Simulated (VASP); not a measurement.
Wanted: the native input for a VASP 6.6.1 run.

```yaml
Task: single point
Functional: LDA
Potentials_or_basis: VASP PAW LDA potentials, release 64 (Si, C)
Cutoff: 600 eV
k_mesh: 8 × 8 × 8
Occupations: fermi-dirac, width 0.02 eV
Spin: no spin polarisation
Dipole_correction: no
Further_INCAR_settings: ALGO = Normal; EDIFF = 1e-06; NBANDS = 11
```

The structure of SiC (Moissanite 3C) lies in POSCAR:

```
SiC
1.0
    0.0000000000      2.2225800000      2.1790000000
    2.2225800000      0.0000000000      2.1790000000
    2.2225800000      2.2225800000      0.0000000000
Si C
1 1
Direct
    0.0000000000      0.0000000000      0.0000000000
    0.2500000000      0.2500000000      0.2500000000
```

The input as run:

INCAR

```
PREC = Accurate
ENCUT = 600
EDIFF = 1E-6
ISMEAR = -1
SIGMA = 0.02
LREAL = F
LASPH = T
NELM = 120
ALGO = Normal
ISIF = 2
LWAVE = F
LCHARG = F
GGA = CA
NBANDS = 11
GGA_COMPAT = F
```

KPOINTS

```
regular mesh
0
Gamma
  8 8 8
```

Potentials or basis: VASP PAW LDA potentials, release 64 (Si, C).

Launch:

```bash
$ cat potpaw_LDA.64/Si/POTCAR potpaw_LDA.64/C/POTCAR > POTCAR
$ mpirun -np 1 vasp_std > vasp.out
```

Results of the run:

```json
{"Pressure": "-12.0 GPa", "Band gap on the k mesh": "1.14 eV, indirect (least direct gap 4.43 eV)"}
```

It took 33 s on 1 thread of Intel Xeon 8259CL, with other jobs on the host, peak memory 0.14 GiB.
